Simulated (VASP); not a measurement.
Write the native input for VASP 6.6.1 that does the following.

```
Task                   : single point
Functional             : PBE
Potentials or basis    : VASP PAW PBE potentials, release 64 (Mo_sv)
Cutoff                 : 520 eV
k mesh                 : 15 × 15 × 15
Occupations            : methfessel-paxton, width 0.05 eV
Spin                   : no spin polarisation
Dipole correction      : no
Further INCAR settings : ALGO = Normal; EDIFF = 1e-07; NBANDS = 13
```

The structure of Mo lies in POSCAR:

```
Mo
1.0
    2.7252350213     -0.0000000151     -0.0000000261
   -0.9084116596      2.5693762236     -0.0000000261
   -0.9084116596     -1.2846880741      2.2251451033
Mo
1
Direct
    0.0000000000      0.0000000000      0.0000000000
```

One way to write it, as run:

INCAR

```
ALGO = Normal
EDIFF = 1E-7
ENCUT = 520
GGA = PE
ISIF = 2
ISMEAR = 1
LASPH = True
LCHARG = False
LREAL = False
LWAVE = False
NBANDS = 13
NELM = 80
PREC = Accurate
SIGMA = 0.05
```

KPOINTS

```
k-points
0
Gamma
  15 15 15
```

Potentials or basis: VASP PAW PBE potentials, release 64 (Mo_sv).

Command:

```console
$ cat potpaw_PBE.64/Mo_sv/POTCAR > POTCAR
$ mpirun -np 1 vasp_std > vasp.out
```

It gave:

```
Pressure               : 4.4 GPa
Band gap on the k mesh : zero (band 7 reaches 16.34 eV, above the bottom of band 8 at 11.27 eV)
```

Wall time 10 s on 1 thread of Intel(R) Xeon(R) Platinum 8488C (Sapphire Rapids), with other jobs on the host, peak memory 0.13 GiB.
